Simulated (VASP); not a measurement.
# Ag (Fm-3m) in VASP: further runs

Runs on Ag. Level: r2SCAN. Tasks: single point.

All numbers are computed with VASP 6.6.1; they aren't measurements. Logs are shortened: lines on timing, memory, paths and dates and some standing lists are left out, and cuts for length are marked.

**1. The cell of the first run**

The structure is cubic, space group Fm-3m (No. 225). Conventional cell: a = 3.933 Å, b = 3.933 Å, c = 3.933 Å, α = 90.00°, β = 90.00°, γ = 90.00°. Ag (site symmetry m-3m) has 12 Ag at 2.78 Å within 3.7 Å.

**2. Single point, r2SCAN (volume scaled by 0.88)**

File POSCAR:

```
Ag
1.0
    0.0000000000      1.9664880971      1.9664880971
    1.9664880971      0.0000000000      1.9664880971
    1.9664880971      1.9664880971      0.0000000000
Ag
1
Direct
    0.0000000000      0.0000000000      0.0000000000
```

File INCAR.step1:

```
PREC = Accurate
ENCUT = 520
ISMEAR = 0
SIGMA = 0.1
LREAL = False
LASPH = True
NELM = 100
NBANDS = 12
GGA = PE
ALGO = Normal
EDIFF = 1E-4
LWAVE = True
LCHARG = False
```

File INCAR.step2:

```
PREC = Accurate
ENCUT = 520
EDIFF = 1E-7
ISMEAR = 0
SIGMA = 0.1
LREAL = False
LASPH = True
NELM = 100
ALGO = Normal
ISIF = 2
LWAVE = False
LCHARG = True
METAGGA = R2SCAN
LMIXTAU = True
LELF = True
LVHAR = True
NBANDS = 12
ISTART = 1
```

File KPOINTS:

```
Automatic mesh
0
Gamma
  18 18 18
```

Potentials or basis: VASP PAW PBE potentials, release 64 (Ag).

The run is started by

```console
$ cat potpaw_PBE.64/Ag/POTCAR > POTCAR
$ cp INCAR.step1 INCAR
$ mpirun -np 1 vasp_std > vasp.out
$ cp INCAR.step2 INCAR
$ mpirun -np 1 vasp_std > vasp.out
```

OUTCAR:

```text
PREC = Accurate
   ENCUT = 520
   EDIFF = 1E-7
   ISMEAR = 0
   LREAL = False
   LASPH = True
   NELM = 100
   ISIF = 2
   METAGGA = R2SCAN
   ISTART = 1

 ion  position               nearest neighbor table
   1  0.000  0.000  0.000-

  LATTYP: Found a face centered cubic cell.
 ALAT       =     3.9329761942

  Lattice vectors:

 A1 = (   0.0000000000,   1.9664880971,   1.9664880971)
 A2 = (   1.9664880971,   0.0000000000,   1.9664880971)
 A3 = (   1.9664880971,   1.9664880971,   0.0000000000)

Analysis of symmetry for initial positions (statically):
=====================================================================
 Subroutine PRICEL returns:
 Original cell was already a primitive cell.

 Routine SETGRP: Setting up the symmetry group for a
 face centered cubic supercell.

 Subroutine GETGRP returns: Found 48 space group operations
 (whereof 48 operations were pure point group operations)
 out of a pool of 48 trial point group operations.

The static configuration has the point symmetry O_h .

Analysis of symmetry for dynamics (positions and initial velocities):
=====================================================================
 Subroutine PRICEL returns:
 Original cell was already a primitive cell.

 Routine SETGRP: Setting up the symmetry group for a
 face centered cubic supercell.

 Subroutine GETGRP returns: Found 48 space group operations
 (whereof 48 operations were pure point group operations)
 out of a pool of 48 trial point group operations.

The dynamic configuration has the point symmetry O_h .

 Subroutine INISYM returns: Found 48 space group operations
 (whereof 48 operations are pure point group operations),
 and found     1 'primitive' translations

----------------------------------------------------------------------------------------

                                     Primitive cell

  volume of cell :      15.2091

  direct lattice vectors                    reciprocal lattice vectors
     0.000000000  1.966488097  1.966488097    -0.254260374  0.254260374  0.254260374
     1.966488097  0.000000000  1.966488097     0.254260374 -0.254260374  0.254260374
     1.966488097  1.966488097  0.000000000     0.254260374  0.254260374 -0.254260374

  length of vectors
     2.781034137  2.781034137  2.781034137     0.440391887  0.440391887  0.440391887

  position of ions in fractional coordinates (direct lattice)
     0.000000000  0.000000000  0.000000000

  ion indices of the primitive-cell ions
   primitive index   ion index
                 1           1

----------------------------------------------------------------------------------------

 KPOINTS: Automatic mesh

Automatic generation of k-mesh.
 Grid dimensions read from file:
 generate k-points for:   18   18   18

 Generating k-lattice:

  Cartesian coordinates                     Fractional coordinates (reciprocal lattice)
    -0.014125576  0.014125576  0.014125576     0.055555556  0.000000000  0.000000000
     0.014125576 -0.014125576  0.014125576     0.000000000  0.055555556  0.000000000
     0.014125576  0.014125576 -0.014125576     0.000000000  0.000000000  0.055555556

  Length of vectors
     0.024466216  0.024466216  0.024466216

  Shift w.r.t. Gamma in fractional coordinates (k-lattice)
     0.000000000  0.000000000  0.000000000

 Subroutine IBZKPT returns following result:
 ===========================================

 Found    195 irreducible k-points:

 Following reciprocal coordinates:
            Coordinates               Weight
  0.000000  0.000000  0.000000      1.000000
  0.055556  0.000000  0.000000      8.000000
  0.111111  0.000000  0.000000      8.000000
  0.166667  0.000000  0.000000      8.000000
  0.222222  0.000000  0.000000      8.000000
  0.277778  0.000000  0.000000      8.000000
[... 16 lines left out ...]
 -0.277778  0.055556  0.000000     24.000000
 -0.222222  0.055556  0.000000     24.000000
 [... further k-points ...]
   k-points           NKPTS =    195   k-points in BZ     NKDIM =    195   number of bands    NBANDS=     12
   number of dos      NEDOS =    301   number of ions     NIONS =      1
   total plane-waves  NPLWV =  13824
   dimension x,y,z NGX =    24 NGY =   24 NGZ =   24
   dimension x,y,z NGXF=    48 NGYF=   48 NGZF=   48
   ions per type =               1
   NGX,Y,Z   is equivalent  to a cutoff of  14.35, 14.35, 14.35 a.u.
   NGXF,Y,Z  is equivalent  to a cutoff of  28.69, 28.69, 28.69 a.u.
 SYSTEM =  unknown system
   PREC   = accura    normal or accurate (medium, high low for compatibility)
   ISTART =      1    job   : 0-new  1-cont  2-samecut
   ICHARG =      0    charge: 1-file 2-atom 10-const
   ISPIN  =      1    spin polarized calculation?
   LNONCOLLINEAR =      F non collinear calculations
   LSORBIT =      F    spin-orbit coupling
   LASPH  =      T    aspherical Exc in radial PAW
   ENCUT  =  520.0 eV  38.22 Ry    6.18 a.u.   5.17  5.17  5.17*2*pi/ulx,y,z
   NELM   =    100;   NELMIN=  2; NELMDL=  0     # of ELM steps
   EDIFF  = 0.1E-06   stopping-criterion for ELM
   LREAL  =      F    real-space projection
   EDIFFG = 0.1E-05   stopping-criterion for IOM
   NSW    =      0    number of steps for IOM
   IBRION =     -1    ionic relax: 0-MD 1-quasi-New 2-CG
   NFREE  =      0    steps in history (QN), initial steepest desc. (CG)
   ISIF   =      2    stress and relaxation
   ISYM   =      2    0-nonsym 1-usesym 2-fastsym
   POTIM  = 0.5000    time-step for ionic-motion
   TEBEG  =    0.0;   TEEND  =   0.0 temperature during run
   PSTRESS=    0.0 pullay stress
   NELECT =      11.0000    total number of electrons
   NUPDOWN=      -1.0000    fix difference up-down
   EMIN   =  10.00;   EMAX   =-10.00  energy-range for DOS
   EFERMI =   0.00;   METHOD = LEGACY
   ISMEAR =     0;   SIGMA  =   0.10  broadening in eV -4-tet -1-fermi 0-gaus
   EFERMI_NEDOS =   21; number of points for ismear=-14 and -15
   IALGO  =     38    algorithm
   IMIX   =      4    mixing-type and parameters
     AMIX     =   0.40;   BMIX     =  1.00
     AMIX_MAG =   1.60;   BMIX_MAG =  1.00
  volume/ion in A,a.u.               =      15.21       102.64
  Fermi-wavevector in a.u.,A,eV,Ry     =   1.469505  2.776962 29.381033  2.159445
  Thomas-Fermi vector in A             =   2.584874
   LORBIT       =      0    0 simple, 1 ext, 2 COOP (PROOUT), +10 PAW based schemes
   METAGGA = R2SCAN    functional components
   LHFCALC =     F    Hartree Fock is set to
   AEXX    =    0.0000 exact exchange contribution
   IVDW    =     0    specifies the selected vdW correction
   LEPSILON=     F    determine dielectric tensor
   LRPA    =     F    only Hartree local field effects (RPA)
 non-spin polarized calculation
 Gauss-broadening in eV      SIGMA  =   0.10
  energy-cutoff  :      520.00
  volume of cell :       15.21
 maximum number of plane-waves:       420
 NGX is ok and might be reduce to    24
   NGX = 11   NGY = 11   NGZ = 11

 number of electron      10.9999998 magnetization

 Free energy of the ion-electron system (eV)
  ---------------------------------------------------
  ext. energy  EPLUGINS =         0.00000000
  ---------------------------------------------------
  free energy    TOTEN  =       -21.24912375 eV

  energy without entropy =      -21.24819919  energy(sigma->0) =      -21.24866147

 E-fermi :  10.1187     XC(G=0): -13.7858

 val. band max:       10.0891242842   @ k =   0.5000   0.2778   0.1111
 cond. band min:      10.2565852358   @ k =   0.5000   0.1111   0.0000
 fundamental gap:      0.1674609516
 Fermi energy:        10.1186934888

 k-point     1 :       0.0000    0.0000    0.0000
  band No.  band energies     occupation
      1       1.2393      2.00000
      2       4.5176      2.00000
      3       4.5176      2.00000
      4       4.5176      2.00000
      5       5.8002      2.00000
      6       5.8002      2.00000
      7      27.0072      0.00000
      8      31.4639      0.00000
      9      31.4639      0.00000
     10      31.4639      0.00000
     11      36.7123      0.00000
     12      38.6661      0.00000

 k-point     2 :       0.0556    0.0000    0.0000
  band No.  band energies     occupation
      1       1.3494      2.00000
      2       4.4884      2.00000
      3       4.5509      2.00000
      4       4.5509      2.00000
      5       5.7865      2.00000
      6       5.7865      2.00000
      7      27.0676      0.00000
      8      30.5831      0.00000
      9      31.5424      0.00000
     10      31.5424      0.00000
     11      37.1020      0.00000
     12      38.4866      0.00000

 k-point     3 :       0.1111    0.0000    0.0000
  band No.  band energies     occupation
      1       1.6656      2.00000
      2       4.4206      2.00000
      3       4.6375      2.00000
      4       4.6375      2.00000
      5       5.7591      2.00000
      6       5.7591      2.00000
      7      27.0469      0.00000
      8      28.9517      0.00000
      9      31.7531      0.00000
     10      31.7531      0.00000
     11      36.3053      0.00000
     12      37.9113      0.00000

 k-point     4 :       0.1667    0.0000    0.0000
  band No.  band energies     occupation
      1       2.1293      2.00000
      2       4.3878      2.00000
      3       4.7332      2.00000
      4       4.7332      2.00000
      5       5.7626      2.00000
      6       5.7626      2.00000
      7      25.8778      0.00000
      8      28.1627      0.00000
      9      32.0137      0.00000
     10      32.0137      0.00000
     11      35.3628      0.00000
     12      36.9911      0.00000

 k-point     5 :       0.2222    0.0000    0.0000
  band No.  band energies     occupation
      1       2.5776      2.00000
      2       4.5708      2.00000
      3       4.7725      2.00000
      4       4.7725      2.00000
      5       5.8596      2.00000
      6       5.8596      2.00000
      7      23.7555      0.00000
      8      27.9745      0.00000
      9      32.1556      0.00000
     10      32.1556      0.00000
     11      35.0640      0.00000
     12      36.0285      0.00000
[... 228 lines left out ...]
      1       2.7248      2.00000
      2       4.5062      2.00000
      3       4.5785      2.00000
      4       6.3836      2.00000
      5       6.5296      2.00000
      6       8.4008      2.00000
      7      16.4982      0.00000
      8      26.4644      0.00000
      9      29.3263      0.00000
     10      30.7997      0.00000
     11      35.5193      0.00000
     12      35.6936      0.00000

 k-point    22 :      -0.3333    0.0556    0.0000
  band No.  band energies     occupation
      1       2.8129      2.00000
      2       4.5920      2.00000
      3       4.6557      2.00000
      4       5.9768      2.00000
      5       6.2635      2.00000
      6       7.2954      2.00000
      7      18.5412      0.00000
      8      26.8098      0.00000
      9      29.6998      0.00000
     10      31.8870      0.00000
     11      35.2028      0.00000
     12      35.2073      0.00000

 k-point    23 :      -0.2778    0.0556    0.0000
  band No.  band energies     occupation
      1       2.8723      2.00000
      2       4.6735      2.00000
      3       4.7484      2.00000
      4       5.2825      2.00000
      5       5.9752      2.00000
      6       6.5914      2.00000
      7      20.7767      0.00000
      8      27.2287      0.00000
      9      30.2579      0.00000
     10      33.1676      0.00000
     11      34.4667      0.00000
     12      34.8367      0.00000

 k-point    24 :      -0.2222    0.0556    0.0000
  band No.  band energies     occupation
      1       2.7679      2.00000
      2       4.5354      2.00000
      3       4.8152      2.00000
      4       4.8409      2.00000
      5       5.7350      2.00000
      6       6.1956      2.00000
      7      23.0707      0.00000
      8      27.6024      0.00000
      9      30.7952      0.00000
     10      33.7543      0.00000
     11      33.9065      0.00000
     12      35.2441      0.00000

 [... further k-points ...]
[... 5 lines left out ...]
  --------------------------------------------------------------------------------------
  -------------------------------------------------------------------------------------
  Total        1.8598946      1.8598946      1.8598946     -0.0000000      0.0000000      0.0000000
  in kB      195.9272973    195.9272973    195.9272973     -0.0000000      0.0000000      0.0000000
  external PRESSURE =     195.9272973 kB  Pullay stress =       0.0000000 kB

 VOLUME and BASIS-vectors are now :
 -----------------------------------------------------------------------------
  energy-cutoff  :      520.00
  volume of cell :       15.21
      direct lattice vectors                 reciprocal lattice vectors
     0.000000000  1.966488097  1.966488097    -0.254260374  0.254260374  0.254260374
     1.966488097  0.000000000  1.966488097     0.254260374 -0.254260374  0.254260374
     1.966488097  1.966488097  0.000000000     0.254260374  0.254260374 -0.254260374

 POSITION                                       TOTAL-FORCE (eV/Angst)
 -----------------------------------------------------------------------------------
      0.00000      0.00000      0.00000         0.000000      0.000000      0.000000
 -----------------------------------------------------------------------------------
    total drift:                                0.000000     -0.000000     -0.000000

  FREE ENERGIE OF THE ION-ELECTRON SYSTEM (eV)
  ---------------------------------------------------
  free  energy   TOTEN  =       -21.2491237496 eV

  energy  without entropy=      -21.2481991937  energy(sigma->0) =      -21.24866147
```

Run time: 88 s. Hardware: 1 thread of AMD EPYC 9R45 (Zen 5), shared host; peak memory 0.14 GiB.

Results:

| Quantity | Value |
| --- | --- |
| Free energy | -21.2491 eV |
| Pressure | 19.6 GPa |

Levels at points of the mesh, in eV from the Fermi level:
```
           k point  band 4  band 5  band 6  band 7  band 8  band 9
(0.00, 0.00, 0.00)   -5.60   -4.32   -4.32   16.89   21.35   21.35
(0.50, 0.00, 0.00)   -3.32   -3.32   -0.67    4.43   16.14   19.89
(0.50, 0.50, 0.00)   -3.06   -3.06    1.63    7.96   11.78   11.78
```

Caveat: the PAW data sets were made with another functional, which shifts forces and pressure a little.

**3. Single point, r2SCAN (volume scaled by 0.91)**

File POSCAR:

```
Ag
1.0
    0.0000000000      1.9885853185      1.9885853185
    1.9885853185      0.0000000000      1.9885853185
    1.9885853185      1.9885853185      0.0000000000
Ag
1
Direct
    0.0000000000      0.0000000000      0.0000000000
```

File INCAR.step1:

```
SYSTEM = Ag
PREC = Accurate
ENCUT = 520
ISMEAR = 0
SIGMA = 0.1
LREAL = .FALSE.
LASPH = .TRUE.
NELM = 60
NBANDS = 12
GGA = PE
ALGO = Normal
EDIFF = 1E-4
LWAVE = .TRUE.
LCHARG = .FALSE.
```

File INCAR.step2:

```
SYSTEM = Ag
PREC = Accurate
ENCUT = 520
EDIFF = 1E-6
ISMEAR = 0
SIGMA = 0.1
LREAL = .FALSE.
LASPH = .TRUE.
NELM = 60
ALGO = Normal
ISIF = 2
LWAVE = .FALSE.
LCHARG = .FALSE.
METAGGA = R2SCAN
LMIXTAU = .TRUE.
NBANDS = 12
ISTART = 1
```

File KPOINTS:

```
Automatic mesh
0
G
  18 18 18
  0 0 0
```

Potentials or basis: VASP PAW PBE potentials, release 64 (Ag).

The run is started by

```console
$ cat potpaw_PBE.64/Ag/POTCAR > POTCAR
$ cp INCAR.step1 INCAR
$ mpirun -np 1 vasp_std > vasp.out
$ cp INCAR.step2 INCAR
$ mpirun -np 1 vasp_std > vasp.out
```

OUTCAR:

```text
SYSTEM = Ag
   PREC = Accurate
   ENCUT = 520
   EDIFF = 1E-6
   ISMEAR = 0
   LREAL = .FALSE.
   LASPH = .TRUE.
   NELM = 60
   ISIF = 2
   METAGGA = R2SCAN
   ISTART = 1

 ion  position               nearest neighbor table
   1  0.000  0.000  0.000-

  LATTYP: Found a face centered cubic cell.
 ALAT       =     3.9771706370

  Lattice vectors:

 A1 = (   0.0000000000,   1.9885853185,   1.9885853185)
 A2 = (   1.9885853185,   0.0000000000,   1.9885853185)
 A3 = (   1.9885853185,   1.9885853185,   0.0000000000)

Analysis of symmetry for initial positions (statically):
[... 530 lines left out ...]
      5       5.2937      2.00000
      6       5.7309      2.00000
      7      22.2666      0.00000
      8      26.9178      0.00000
      9      29.8764      0.00000
     10      32.7608      0.00000
     11      33.0429      0.00000
     12      34.2673      0.00000

 [... further k-points ...]
[... 5 lines left out ...]
  --------------------------------------------------------------------------------------
  -------------------------------------------------------------------------------------
  Total        1.2932468      1.2932468      1.2932468     -0.0000000      0.0000000     -0.0000000
  in kB      131.7435330    131.7435330    131.7435330     -0.0000000      0.0000000     -0.0000000
  external PRESSURE =     131.7435330 kB  Pullay stress =       0.0000000 kB

 VOLUME and BASIS-vectors are now :
 -----------------------------------------------------------------------------
  energy-cutoff  :      520.00
  volume of cell :       15.73
      direct lattice vectors                 reciprocal lattice vectors
     0.000000000  1.988585318  1.988585318    -0.251435025  0.251435025  0.251435025
     1.988585318  0.000000000  1.988585318     0.251435025 -0.251435025  0.251435025
     1.988585318  1.988585318  0.000000000     0.251435025  0.251435025 -0.251435025

 POSITION                                       TOTAL-FORCE (eV/Angst)
 -----------------------------------------------------------------------------------
      0.00000      0.00000      0.00000         0.000000      0.000000     -0.000000
 -----------------------------------------------------------------------------------
    total drift:                                0.000000      0.000000     -0.000000

  FREE ENERGIE OF THE ION-ELECTRON SYSTEM (eV)
  ---------------------------------------------------
  free  energy   TOTEN  =       -21.3020321178 eV

  energy  without entropy=      -21.3011033871  energy(sigma->0) =      -21.30156775
```

OUTCAR.step1:

```text
SYSTEM = Ag
   PREC = Accurate
   ENCUT = 520
   ISMEAR = 0
   LREAL = .FALSE.
   LASPH = .TRUE.
   NELM = 60
[... 577 lines left out ...]
 -----------------------------------------------------------------------------------
      0.00000      0.00000      0.00000         0.000000      0.000000      0.000000
 -----------------------------------------------------------------------------------
    total drift:                               -0.000000     -0.000000     -0.000000

  FREE ENERGIE OF THE ION-ELECTRON SYSTEM (eV)
  ---------------------------------------------------
  free  energy   TOTEN  =        -2.6272090615 eV

  energy  without entropy=       -2.6262528025  energy(sigma->0) =       -2.62673093
```

OSZICAR.step1:

```text
N       E                     dE             d eps       ncg     rms          rms(c)
DAV:   1     0.515680716458E+02    0.51568E+02   -0.55542E+03  4724   0.839E+02
DAV:   2    -0.207467762223E+01   -0.53643E+02   -0.50755E+02  5456   0.196E+02
DAV:   3    -0.290092001880E+01   -0.82624E+00   -0.82585E+00  5436   0.254E+01
DAV:   4    -0.290332344398E+01   -0.24034E-02   -0.24033E-02  5496   0.144E+00
DAV:   5    -0.290334065847E+01   -0.17214E-04   -0.17215E-04  5368   0.109E-01    0.657E+00
DAV:   6    -0.264358751200E+01    0.25975E+00   -0.92635E-01  5196   0.881E+00    0.408E+00
DAV:   7    -0.263096494647E+01    0.12623E-01   -0.17078E-02  5452   0.122E+00    0.218E+00
DAV:   8    -0.262720353221E+01    0.37614E-02   -0.73111E-04  5252   0.195E-01    0.115E-01
DAV:   9    -0.262720906150E+01   -0.55293E-05   -0.94682E-06  3096   0.268E-02
   1 F= -.26272091E+01 E0= -.26267309E+01  d E =-.956259E-03
```

Wall time 89 s (1 thread of AMD EPYC 9R45 (Zen 5), shared host); peak memory 0.14 GiB.

What came out:

* Free energy: -21.3020 eV
* Pressure: 13.2 GPa

Levels at points of the mesh, in eV from the Fermi level:
```tsv
k point	band 2	band 3	band 4	band 5	band 6	band 7	band 8	band 9	band 10	band 11
(0.00, 0.00, 0.00)	-5.44	-5.44	-5.44	-4.23	-4.23	16.85	21.09	21.09	21.09	26.25
(0.50, 0.00, 0.00)	-5.48	-5.48	-3.29	-3.29	-0.55	4.22	16.10	19.54	19.54	24.89
(0.50, 0.50, 0.00)	-7.21	-3.33	-3.04	-3.04	1.67	7.68	11.61	11.61	18.74	19.02
```

Caveat: the PAW data sets were made with another functional, which shifts forces and pressure a little.
